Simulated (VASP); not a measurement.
Here is a VASP 6.6.1 calculation.

The input INCAR:

```
SYSTEM = Zr2Si2C
  PREC = Accurate
  ENCUT = 520
  EDIFF = 1E-6
  ISMEAR = 0
  SIGMA = 0.1
  LREAL = .False.
  LASPH = .True.
  NELM = 150
  ALGO = Normal
  ISIF = 2
  LWAVE = .False.
  LCHARG = .False.
  ISPIN = 2
  MAGMOM = 1 1 0 0 0
  LORBIT = 11
  LMAXMIX = 4
  GGA = PE
  NBANDS = 30
```

Contents of KPOINTS:

```
Automatic mesh
0
Gamma
  4 6 4
  0 0 0
```

Contents of POSCAR:

```
Zr2Si2C
1.0
    4.5332251423      0.0000000000      0.0000000000
    0.0000000000      3.1830260542      0.0000000000
   -1.0770826939      0.0000000000      5.3870889844
Zr Si C
2 2 1
Direct
    0.0789473108      0.5000000000      0.2266034491
    0.4663989302      0.0000000000      0.7545867519
    0.9595616222      0.5000000000      0.7277228990
    0.5738833207      0.0000000000      0.2645375703
    0.9212088161      0.0000000000      0.5265493298
```

Potentials or basis: VASP PAW PBE potentials, release 64 (Zr_sv, Si, C).

Run with:

```bash
$ cat potpaw_PBE.64/Zr_sv/POTCAR potpaw_PBE.64/Si/POTCAR potpaw_PBE.64/C/POTCAR > POTCAR
$ mpirun -np 1 vasp_std > vasp.out
```

Estimate the pressure.

0.0 GPa.

Estimate the band gap on the k mesh.

zero (filled and empty bands overlap).

What does it give for the net moment?

0.00 μB per cell.

Predict the largest force.

0.089 eV/Å.

Forces in eV/Å, atoms in the order of the input:
```
Zr  -0.047  0.000 -0.031
Zr   0.012  0.000  0.089
Si   0.008  0.000 -0.007
Si   0.053  0.000 -0.027
C   -0.026  0.000 -0.024
```
